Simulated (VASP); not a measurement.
A run of VASP 6.6.1 is set up as follows.

The input INCAR:

```
SYSTEM = MgS
  PREC = Accurate
  ENCUT = 600
  EDIFF = 1E-6
  ISMEAR = 0
  SIGMA = 0.1
  LREAL = .FALSE.
  LASPH = .TRUE.
  NELM = 120
  ALGO = Normal
  ISIF = 2
  LWAVE = .FALSE.
  LCHARG = .FALSE.
  GGA = B5
  ALDAX = 1.0
  AGGAX = 1.0
  AGGAC = 1.0
  ALDAC = 0.0
  NBANDS = 16
  GGA_COMPAT = .FALSE.
```

Contents of KPOINTS:

```
Automatic mesh
0
G
  6 6 2
  0 0 0
```

The input POSCAR:

```
MgS
1.0
    4.0346224068      0.0000000000      0.0000000000
   -2.0173112034      3.4940854990      0.0000000000
    0.0000000000      0.0000000000      6.4322941800
Mg S
2 2
Direct
    0.6666666667      0.3333333333      0.4957548500
    0.3333333333      0.6666666667      0.9957548500
    0.3333333333      0.6666666667      0.3792441500
    0.6666666667      0.3333333333      0.8792441500
```

Potentials or basis: VASP PAW PBE potentials, release 64 (Mg, S).

Command:

```bash
$ cat potpaw_PBE.64/Mg/POTCAR potpaw_PBE.64/S/POTCAR > POTCAR
$ mpirun -np 1 vasp_std > vasp.out
```

Problem. Predict the largest force.

Solution. 0.061 eV/Å.

Problem. What does it give for the band gap on the k mesh?

Solution. 3.56 eV.

Problem. Predict the pressure.

Solution. 2.4 GPa.

Forces on the atoms (eV/Å):
```
Mg   0.000  0.000  0.061
Mg   0.000  0.000  0.061
S    0.000  0.000 -0.061
S    0.000  0.000 -0.061
```

Caveat: the k points lie up to 0.49 Å⁻¹ apart; the PAW data sets were made with another functional, which shifts forces and pressure a little.
